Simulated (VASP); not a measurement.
Crystal: OsO.

```
Os O
1.0
     0.00000    2.31924    2.31924
     2.31924    0.00000    2.31924
     2.31924    2.31924    0.00000
Os O
1 1
Direct
  0.00000 0.00000 0.00000
  0.75000 0.75000 0.75000
```

Base run:

```yaml
Program: VASP 6.6.1
Functional: PBE
Potentials_or_basis: VASP PAW PBE potentials, release 64 (Os_sv_GW, O)
Cutoff: 700 eV
k_mesh: 6 × 6 × 6
Occupations: gaussian, width 0.1 eV
Spin: no spin polarisation
```

Its results: band gap on the k mesh 0.21 eV (least direct gap 0.98 eV); pressure 0.5 GPa.

Question: The run is repeated on the same cell with these changes: potentials or basis from VASP PAW PBE potentials, release 64 (Os_sv_GW, O) to VASP PAW PBE potentials, release 64 (Os, O); cutoff from 700 eV to 520 eV; further incar settings from ALGO = Normal; EDIFF = 1e-06; NBANDS = 18 to ALGO = Normal; EDIFF = 1e-06; NBANDS = 14; valence electrons from 22 to 14. What comes out?

Answer: Band gap on the k mesh 0.18 eV (least direct gap 0.97 eV); pressure 2.8 GPa.

Caveats: spin-orbit coupling is left out, which moves the levels of the heavy elements.

A k mesh can miss the band edges.
